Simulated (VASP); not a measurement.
Si2Cl:

```xyz
3
Lattice="3.4077 0.0000 0.0000 -1.7038 2.9511 0.0000 0.0000 0.0000 5.5647" Properties=species:S:1:pos:R:3 pbc="T T T"
Si    0.0000    1.9674    0.0000
Si    1.7038    0.9837    2.7824
Cl    0.0000    1.9674    2.0868
```

- Program: VASP 6.6.1
- Task: relaxation of cell and atoms
- Functional: PBE
- Potentials or basis: VASP PAW PBE potentials, release 64 (Si, Cl)
- Cutoff: 500 eV
- k mesh: 6 × 6 × 4
- Occupations: gaussian, width 0.1 eV
- Spin: no spin polarisation

At the start: pressure 26.8 GPa; volume 18.65 Å³/atom.

Question: Where does the relaxation end?

Answer: Over 39 steps the energy falls by 2200.5 meV/atom and the volume is 29.50 Å³/atom (+58.2 %); space group P3m1 (No. 156, to 0.05 Å).

Step by step:
```
step  energy change (eV)  largest force (eV/Å)  pressure (GPa)  volume (Å³)
   1              0.0000                4.2380           26.83        55.96
   2             -2.5816                1.7653           -0.80        85.26
   3             -2.6147                1.5296           -2.60        92.10
   4             -2.6148                1.6041           -2.09        89.88
   5             -2.9344                1.8157           -2.60        86.83
   6             -4.1083                2.0194           -6.06        77.87
   7             -4.6725                2.2752            5.75        60.86
   8             -5.0613                0.8444           -7.43        70.25
   9             -5.1461                1.0995           -2.64        64.49
  10             -5.2160                0.3998           -5.89        67.23
  11             -5.2697                1.4752            3.68        58.22
  12             -5.3412                0.7706           -1.23        61.74
  13             -5.4312                0.3962           -0.35        60.53
  14             -5.4502                0.5940            0.50        59.73
  15             -5.4837                0.7658            0.13        60.00
  16             -5.6169                1.2510           -0.58        60.73
  17             -5.7897                1.9113            1.56        61.90
  18             -5.7782                1.6284           -0.19        61.49
  19             -5.8032                1.7803            0.50        61.70
  20             -5.8041                1.8077            0.68        61.74
  21             -5.8125                1.8130            0.82        61.84
  22             -5.8258                1.8296            1.37        62.14
  23             -5.8445                1.7859            1.27        62.25
  24             -5.8981                1.6627            0.99        62.58
  25             -5.9937                1.4520            0.51        63.25
  26             -6.1470                1.1108           -0.12        64.60
  27             -6.3431                0.7019            0.02        67.31
  28             -6.4014                0.7177            4.10        72.83
  29             -6.5241                0.3656            2.17        79.02
  30             -6.5567                1.0585            0.55        86.38
  31             -6.5600                0.8853            0.80        84.85
  32             -6.5792                0.3967           -1.23        89.89
  33             -6.5820                0.3516           -0.73        88.50
  34             -6.5922                0.2504           -0.35        88.20
  35             -6.5975                0.1837            0.22        87.72
  36             -6.5978                0.1738            0.11        87.82
  37             -6.6003                0.1600            0.42        87.87
  38             -6.6008                0.0597            0.33        87.86
  39             -6.6015                0.0097           -0.02        88.50
```

Final structure:
```xyz
3
Lattice="3.8846 0.0000 0.0000 -1.9423 3.3641 0.0000 0.0000 0.0000 6.7725" Properties=species:S:1:pos:R:3 pbc="T T T"
Si    0.0000    2.2428    6.0221
Si    1.9423    1.1214    5.3165
Cl    0.0000    2.2428    1.3598
```

Caveat: the volume moved by over 15 % at a fixed basis, so the end points are rough; an odd number of electrons without spin polarisation forces a metal; a magnetic or distorted state may lie lower.
